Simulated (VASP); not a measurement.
# NaF (Fm-3m) in VASP: notebook

The runs below take NaF through single point, with PBE+D3(BJ).

Everything below comes from runs of VASP 6.6.1. Logs are shortened: lines on timing, memory, paths and dates and some standing lists are left out, and cuts for length are marked.

**1. The cell of the first run**

The structure is cubic, space group Fm-3m (No. 225). The conventional cell has a = 4.629 Å, b = 4.629 Å, c = 4.629 Å, α = 90.00°, β = 90.00°, γ = 90.00°. Na (site symmetry m-3m) has 6 F at 2.31 Å within 3.1 Å. Within 3.1 Å of F (site symmetry m-3m) lie 6 Na at 2.31 Å.

**2. Single point, PBE+D3(BJ)**

INCAR reads:

```
ALGO = Normal ; EDIFF = 1E-6
ENCUT = 520 ; GGA = PE
ISIF = 2 ; ISMEAR = 0
IVDW = 12 ; LASPH = True
LCHARG = False ; LREAL = False
LWAVE = False ; NBANDS = 14
NELM = 100 ; PREC = Accurate
SIGMA = 0.05
```

KPOINTS reads:

```
k-points
0
Gamma
  8 8 8
```

POSCAR reads:

```
NaF
1.0
    0.0000000000      2.3142637058      2.3142637058
    2.3142637058      0.0000000000      2.3142637058
    2.3142637058      2.3142637058      0.0000000000
Na F
1 1
Direct
    0.0000000000      0.0000000000      0.0000000000
    0.5000000000      0.5000000000      0.5000000000
```

Potentials or basis: VASP PAW PBE potentials, release 64 (Na_pv, F).

Started as:

```
> cat potpaw_PBE.64/Na_pv/POTCAR potpaw_PBE.64/F/POTCAR > POTCAR
> mpirun -np 1 vasp_std > vasp.out
```

OUTCAR:

```text
EDIFF = 1E-6
   ENCUT = 520
   GGA = PE
   ISIF = 2
   ISMEAR = 0
   IVDW = 12
   LASPH = True
   LREAL = False
   NELM = 100
   PREC = Accurate
 IVDW          = 12

 ion  position               nearest neighbor table
   1  0.000  0.000  0.000-   2 2.31   2 2.31   2 2.31   2 2.31   2 2.31   2 2.31
   2  0.500  0.500  0.500-   1 2.31   1 2.31   1 2.31   1 2.31   1 2.31   1 2.31

  LATTYP: Found a face centered cubic cell.
 ALAT       =     4.6285274116

  Lattice vectors:

 A1 = (   0.0000000000,   2.3142637058,   2.3142637058)
 A2 = (   2.3142637058,   0.0000000000,   2.3142637058)
 A3 = (   2.3142637058,   2.3142637058,   0.0000000000)

Analysis of symmetry for initial positions (statically):
=====================================================================
 Subroutine PRICEL returns:
 Original cell was already a primitive cell.

 Routine SETGRP: Setting up the symmetry group for a
 face centered cubic supercell.

 Subroutine GETGRP returns: Found 48 space group operations
 (whereof 48 operations were pure point group operations)
 out of a pool of 48 trial point group operations.

The static configuration has the point symmetry O_h .

Analysis of symmetry for dynamics (positions and initial velocities):
=====================================================================
 Subroutine PRICEL returns:
 Original cell was already a primitive cell.

 Routine SETGRP: Setting up the symmetry group for a
 face centered cubic supercell.

 Subroutine GETGRP returns: Found 48 space group operations
 (whereof 48 operations were pure point group operations)
 out of a pool of 48 trial point group operations.

The dynamic configuration has the point symmetry O_h .

 Subroutine INISYM returns: Found 48 space group operations
 (whereof 48 operations are pure point group operations),
 and found     1 'primitive' translations

----------------------------------------------------------------------------------------

                                     Primitive cell

  volume of cell :      24.7895

  direct lattice vectors                    reciprocal lattice vectors
     0.000000000  2.314263706  2.314263706    -0.216051437  0.216051437  0.216051437
     2.314263706  0.000000000  2.314263706     0.216051437 -0.216051437  0.216051437
     2.314263706  2.314263706  0.000000000     0.216051437  0.216051437 -0.216051437

  length of vectors
     3.272863120  3.272863120  3.272863120     0.374212067  0.374212067  0.374212067

  position of ions in fractional coordinates (direct lattice)
     0.000000000  0.000000000  0.000000000
     0.500000000  0.500000000  0.500000000

  ion indices of the primitive-cell ions
   primitive index   ion index
                 1           1
                 2           2

----------------------------------------------------------------------------------------

 KPOINTS: k-points

Automatic generation of k-mesh.
 Grid dimensions read from file:
 generate k-points for:    8    8    8

 Generating k-lattice:

  Cartesian coordinates                     Fractional coordinates (reciprocal lattice)
    -0.027006430  0.027006430  0.027006430     0.125000000  0.000000000  0.000000000
     0.027006430 -0.027006430  0.027006430     0.000000000  0.125000000  0.000000000
     0.027006430  0.027006430 -0.027006430     0.000000000  0.000000000  0.125000000

  Length of vectors
     0.046776508  0.046776508  0.046776508

  Shift w.r.t. Gamma in fractional coordinates (k-lattice)
     0.000000000  0.000000000  0.000000000

 Subroutine IBZKPT returns following result:
 ===========================================

 Found     29 irreducible k-points:

 Following reciprocal coordinates:
            Coordinates               Weight
  0.000000  0.000000  0.000000      1.000000
  0.125000  0.000000  0.000000      8.000000
  0.250000  0.000000  0.000000      8.000000
  0.375000  0.000000  0.000000      8.000000
  0.500000  0.000000  0.000000      4.000000
  0.125000  0.125000  0.000000      6.000000
[... 16 lines left out ...]
  0.500000  0.250000  0.125000     48.000000
 -0.375000  0.250000  0.125000     24.000000
 [... further k-points ...]
   k-points           NKPTS =     29   k-points in BZ     NKDIM =     29   number of bands    NBANDS=     14
   number of dos      NEDOS =    301   number of ions     NIONS =      2
   total plane-waves  NPLWV =  13824
   dimension x,y,z NGX =    24 NGY =   24 NGZ =   24
   dimension x,y,z NGXF=    48 NGYF=   48 NGZF=   48
   ions per type =               1   1
   NGX,Y,Z   is equivalent  to a cutoff of  12.19, 12.19, 12.19 a.u.
   NGXF,Y,Z  is equivalent  to a cutoff of  24.38, 24.38, 24.38 a.u.
 SYSTEM =  unknown system
   PREC   = accura    normal or accurate (medium, high low for compatibility)
   ISTART =      0    job   : 0-new  1-cont  2-samecut
   ICHARG =      2    charge: 1-file 2-atom 10-const
   ISPIN  =      1    spin polarized calculation?
   LNONCOLLINEAR =      F non collinear calculations
   LSORBIT =      F    spin-orbit coupling
   LASPH  =      T    aspherical Exc in radial PAW
   ENCUT  =  520.0 eV  38.22 Ry    6.18 a.u.   6.09  6.09  6.09*2*pi/ulx,y,z
   NELM   =    100;   NELMIN=  2; NELMDL= -5     # of ELM steps
   EDIFF  = 0.1E-05   stopping-criterion for ELM
   LREAL  =      F    real-space projection
   EDIFFG = 0.1E-04   stopping-criterion for IOM
   NSW    =      0    number of steps for IOM
   IBRION =     -1    ionic relax: 0-MD 1-quasi-New 2-CG
   NFREE  =      0    steps in history (QN), initial steepest desc. (CG)
   ISIF   =      2    stress and relaxation
   ISYM   =      2    0-nonsym 1-usesym 2-fastsym
   POTIM  = 0.5000    time-step for ionic-motion
   TEBEG  =    0.0;   TEEND  =   0.0 temperature during run
   PSTRESS=    0.0 pullay stress
   NELECT =      14.0000    total number of electrons
   NUPDOWN=      -1.0000    fix difference up-down
   EMIN   =  10.00;   EMAX   =-10.00  energy-range for DOS
   EFERMI =   0.00;   METHOD = LEGACY
   ISMEAR =     0;   SIGMA  =   0.05  broadening in eV -4-tet -1-fermi 0-gaus
   EFERMI_NEDOS =   21; number of points for ismear=-14 and -15
   IALGO  =     38    algorithm
   IMIX   =      4    mixing-type and parameters
     AMIX     =   0.40;   BMIX     =  1.00
     AMIX_MAG =   1.60;   BMIX_MAG =  1.00
  volume/ion in A,a.u.               =      12.39        83.64
  Fermi-wavevector in a.u.,A,eV,Ry     =   1.353198  2.557173 24.914236  1.831145
  Thomas-Fermi vector in A             =   2.480473
   LORBIT       =      0    0 simple, 1 ext, 2 COOP (PROOUT), +10 PAW based schemes
   GGA     = PE    functional components
   LHFCALC =     F    Hartree Fock is set to
   AEXX    =    0.0000 exact exchange contribution
   IVDW    =    12    specifies the selected vdW correction
   LEPSILON=     F    determine dielectric tensor
   LRPA    =     F    only Hartree local field effects (RPA)
 non-spin polarized calculation
 Gauss-broadening in eV      SIGMA  =   0.05
  energy-cutoff  :      520.00
  volume of cell :       24.79
 maximum number of plane-waves:       692
   NGX = 13   NGY = 13   NGZ = 13

 number of electron      13.9999983 magnetization

 Free energy of the ion-electron system (eV)
  ---------------------------------------------------
  ext. energy  EPLUGINS =         0.00000000
  ---------------------------------------------------
  free energy    TOTEN  =        -8.56024455 eV

  energy without entropy =       -8.56024455  energy(sigma->0) =       -8.56024455

 E-fermi :  -1.8345     XC(G=0):  -9.1723

 val. band max:       -2.0688408243   @ k =   0.0000   0.0000   0.0000
 cond. band min:       4.2494238319   @ k =   0.0000   0.0000   0.0000
 fundamental gap:      6.3182646562
 Fermi energy:        -1.8345201136

 k-point     1 :       0.0000    0.0000    0.0000
  band No.  band energies     occupation
      1     -21.2478      2.00000
      2     -21.0050      2.00000
      3     -21.0050      2.00000
      4     -21.0050      2.00000
      5      -2.0688      2.00000
      6      -2.0688      2.00000
      7      -2.0688      2.00000
      8       4.2494      0.00000
      9      16.9328      0.00000
     10      16.9328      0.00000
     11      16.9329      0.00000
     12      19.8018      0.00000
     13      21.9835      0.00000
     14      21.9835      0.00000

 k-point     2 :       0.1250    0.0000    0.0000
  band No.  band energies     occupation
      1     -21.4475      2.00000
      2     -21.0068      2.00000
      3     -21.0068      2.00000
      4     -20.7854      2.00000
      5      -2.3655      2.00000
      6      -2.1072      2.00000
      7      -2.1072      2.00000
      8       4.7971      0.00000
      9      15.1987      0.00000
     10      17.1726      0.00000
     11      17.1726      0.00000
     12      21.4094      0.00000
     13      21.4094      0.00000
     14      21.6950      0.00000

 k-point     3 :       0.2500    0.0000    0.0000
  band No.  band energies     occupation
      1     -21.6749      2.00000
      2     -21.0111      2.00000
      3     -21.0111      2.00000
      4     -20.5080      2.00000
      5      -2.9692      2.00000
      6      -2.1985      2.00000
      7      -2.1985      2.00000
      8       6.1192      0.00000
      9      13.1074      0.00000
     10      17.7017      0.00000
     11      17.7017      0.00000
     12      20.7469      0.00000
     13      20.7469      0.00000
     14      22.3412      0.00000
[... 324 lines left out ...]
 k-point    23 :       0.5000    0.2500    0.1250
  band No.  band energies     occupation
      1     -21.6978      2.00000
      2     -21.0568      2.00000
      3     -21.0291      2.00000
      4     -20.4062      2.00000
      5      -3.3101      2.00000
      6      -2.5707      2.00000
      7      -2.3690      2.00000
      8       8.6173      0.00000
      9      11.5447      0.00000
     10      15.3831      0.00000
     11      17.2474      0.00000
     12      19.5426      0.00000
     13      21.6041      0.00000
     14      25.7247      0.00000

 k-point    24 :      -0.3750    0.2500    0.1250
  band No.  band energies     occupation
      1     -21.7130      2.00000
      2     -21.0600      2.00000
      3     -21.0363      2.00000
      4     -20.3750      2.00000
      5      -3.3822      2.00000
      6      -2.6483      2.00000
      7      -2.4075      2.00000
      8       9.7417      0.00000
      9      10.6753      0.00000
     10      15.0899      0.00000
     11      16.9438      0.00000
     12      20.1314      0.00000
     13      21.1982      0.00000
     14      25.9782      0.00000

 [... further k-points ...]

------------------------ aborting loop because EDIFF is reached ----------------------------------------

 Edisp (eV)   -0.34849

 E8    (eV) :    -0.1504

  FORCE on cell =-STRESS in cart. coord.  units (eV):
  Direction    XX          YY          ZZ          XY          YZ          ZX
  --------------------------------------------------------------------------------------
  -------------------------------------------------------------------------------------
  Total      -0.01906    -0.01906    -0.01906     0.00000     0.00000    -0.00000
  in kB      -1.23203    -1.23203    -1.23203     0.00000     0.00000    -0.00000
  external pressure =       -1.23 kB  Pullay stress =        0.00 kB

 VOLUME and BASIS-vectors are now :
 -----------------------------------------------------------------------------
  energy-cutoff  :      520.00
  volume of cell :       24.79
      direct lattice vectors                 reciprocal lattice vectors
     0.000000000  2.314263706  2.314263706    -0.216051437  0.216051437  0.216051437
     2.314263706  0.000000000  2.314263706     0.216051437 -0.216051437  0.216051437
     2.314263706  2.314263706  0.000000000     0.216051437  0.216051437 -0.216051437

 POSITION                                       TOTAL-FORCE (eV/Angst)
 -----------------------------------------------------------------------------------
      0.00000      0.00000      0.00000         0.000000      0.000000      0.000000
      2.31426      2.31426      2.31426         0.000000     -0.000000     -0.000000
 -----------------------------------------------------------------------------------
    total drift:                                0.000000     -0.000000      0.000000

  FREE ENERGIE OF THE ION-ELECTRON SYSTEM (eV)
  ---------------------------------------------------
  free  energy   TOTEN  =        -8.9087313831 eV

  energy  without entropy=       -8.9087313831  energy(sigma->0) =       -8.90873138
```

It took 20 s on 1 thread of AMD EPYC 7R13, shared host; peak memory 0.11 GiB.

Results:

| Property | Result |
| --- | --- |
| Free energy | -8.9087 eV |
| Pressure | -0.1 GPa |
| Band gap on the k mesh | 6.32 eV, direct |
| Dispersion energy per atom | -0.174 eV |

**3. Single point, PBE+D3(BJ) (volume scaled by 0.98)**

INCAR reads:

```
SYSTEM = NaF
  ALGO = Normal
  EDIFF = 1E-6
  ENCUT = 520
  GGA = PE
  ISIF = 2
  ISMEAR = 0
  IVDW = 12
  LASPH = .True.
  LCHARG = .False.
  LREAL = .False.
  LWAVE = .False.
  NBANDS = 14
  NELM = 60
  PREC = Accurate
  SIGMA = 0.05
```

KPOINTS reads:

```
k-points
0
Gamma
  8 8 8
  0 0 0
```

POSCAR reads:

```
NaF
1.0
    0.0000000000      2.2987312666      2.2987312666
    2.2987312666      0.0000000000      2.2987312666
    2.2987312666      2.2987312666      0.0000000000
Na F
1 1
Direct
    0.0000000000      0.0000000000      0.0000000000
    0.5000000000      0.5000000000      0.5000000000
```

Potentials or basis: VASP PAW PBE potentials, release 64 (Na_pv, F).

Started as:

```
> cat potpaw_PBE.64/Na_pv/POTCAR potpaw_PBE.64/F/POTCAR > POTCAR
> mpirun -np 1 vasp_std > vasp.out
```

Run time: 19 s. Hardware: 1 thread of AMD EPYC 7R13, shared host; peak memory 0.11 GiB.

Results (log left out):

```yaml
Free_energy: -8.9066 eV
Pressure: 1.0 GPa
Band_gap_on_the_k_mesh: 6.43 eV, direct
Dispersion_energy_per_atom: -0.178 eV
```

Levels at points of the mesh, in eV from the valence-band top:
| k point | band 4 | band 5 | band 6 | band 7 | band 8 | band 9 | band 10 | band 11 |
| --- | --- | --- | --- | --- | --- | --- | --- | --- |
| (0.00, 0.00, 0.00) | -18.88 | 0.00 | 0.00 | 0.00 | 6.43 | 19.15 | 19.15 | 19.15 |
| (0.50, 0.00, 0.00) | -18.11 | -1.64 | -0.27 | -0.27 | 10.93 | 12.67 | 20.37 | 20.37 |
| (0.50, 0.50, 0.00) | -18.93 | -1.31 | -0.42 | -0.42 | 13.35 | 13.39 | 13.84 | 20.08 |
